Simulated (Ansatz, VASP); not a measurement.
One calculation of N, two programs

File INCAR:

```
SYSTEM = N
PREC     = Accurate       ! precision mode
ENCUT    = 520            ! plane-wave cutoff, eV
EDIFF    = 1E-7           ! SCF threshold, eV
ISMEAR   = 0              ! smearing method
SIGMA    = 0.05           ! smearing width, eV
LREAL    = .FALSE.        ! projectors in reciprocal space
LASPH    = .TRUE.         ! aspherical terms in the spheres
NELM     = 60             ! most SCF steps
ALGO     = Normal         ! electronic algorithm
ISIF     = 2              ! what is computed and relaxed
LWAVE    = .FALSE.        ! write WAVECAR
LCHARG   = .TRUE.         ! write CHGCAR
LELF     = .TRUE.         ! ELF
LVHAR    = .TRUE.       
NBANDS   = 30             ! bands
```

File KPOINTS:

```
regular mesh
0
G
  7 7 2
  0 0 0
```

POSCAR

```
N
1.0
   -3.5269202438      0.0000000000      0.0000000000
   -1.7634601219     -3.0544025283      0.0000000000
   -0.1469550102      0.2545335440     16.8505029787
N
8
Direct
    0.2715586221      0.3951080446      0.7412965349
    0.3053125675      0.3613540992      0.3362491902
    0.2769692357      0.3896974310      0.6763691717
    0.3107231811      0.3559434856      0.2713218270
    0.6555228735      0.6778104598      0.1337255178
    0.6217689281      0.7115644052      0.5387728626
    0.6609334871      0.6723998462      0.0687981546
    0.6271795417      0.7061537916      0.4738454993
```

Input for Ansatz:

```yaml
crystal:
  lattice:
    - [-3.5269202438, 0.0, 0.0]
    - [-1.7634601219, -3.0544025283, 0.0]
    - [-0.1469550102, 0.254533544, 16.8505029787]
  atoms:
    - { symbol: "N", position: [0.2715586221, 0.3951080446, 0.7412965349] }
    - { symbol: "N", position: [0.3053125675, 0.3613540992, 0.3362491902] }
    - { symbol: "N", position: [0.2769692357, 0.389697431, 0.6763691717] }
    - { symbol: "N", position: [0.3107231811, 0.3559434856, 0.271321827] }
    - { symbol: "N", position: [0.6555228735, 0.6778104598, 0.1337255178] }
    - { symbol: "N", position: [0.6217689281, 0.7115644052, 0.5387728626] }
    - { symbol: "N", position: [0.6609334871, 0.6723998462, 0.0687981546] }
    - { symbol: "N", position: [0.6271795417, 0.7061537916, 0.4738454993] }
basis:
  ecutwfc: 520.0
kpoints:
  mp_grid: { grid: [7, 7, 2] }
hamiltonian:
  xc: lda
scf:
  occupations: { method: gaussian, width: 0.05 }
output:
  forces: true
  stress: true
  eigenvalues: true
  write_density: true
  write_potential: true
  elf: true
  volumetric_format: npy
```

Alike in both runs: task single point; functional LDA; k mesh 7 × 7 × 2; occupations gaussian, width 0.05 eV; no spin polarisation.

|  | VASP | Ansatz |
| --- | --- | --- |
| version | VASP 6.6.1 | Ansatz 0.2.0 |
| potentials or method | VASP PAW LDA potentials, release 64 (N), cutoff 520 eV | scalar-relativistic, plane waves, PAW |
| valence electrons in the cell | 40 | 40 |

|  | VASP | Ansatz | Ansatz less VASP |
| --- | --- | --- | --- |
| gap on the k mesh at the Fermi level (eV) | 6.62 | 6.67 | +0.048 |
| least direct gap on the mesh (eV) | 6.78 | 6.83 | +0.050 |
| pressure (GPa) | 1.8 | -0.1 | -1.85 |
| traceless stress, the component that is largest in VASP (GPa) | 3.96 | 0.01 | -3.954 |
| rms of the force components (eV/Å) | 0.879 | 0.009 | -0.8697 |

LDA's correlation is that of Perdew and Zunger in VASP and of Perdew and Wang (1992) in Ansatz. Atom by atom the forces differ by 0.885 eV/Å (rms over components).

Noted on VASP's run: the standard files for N, O and F lose accuracy on very short bonds.
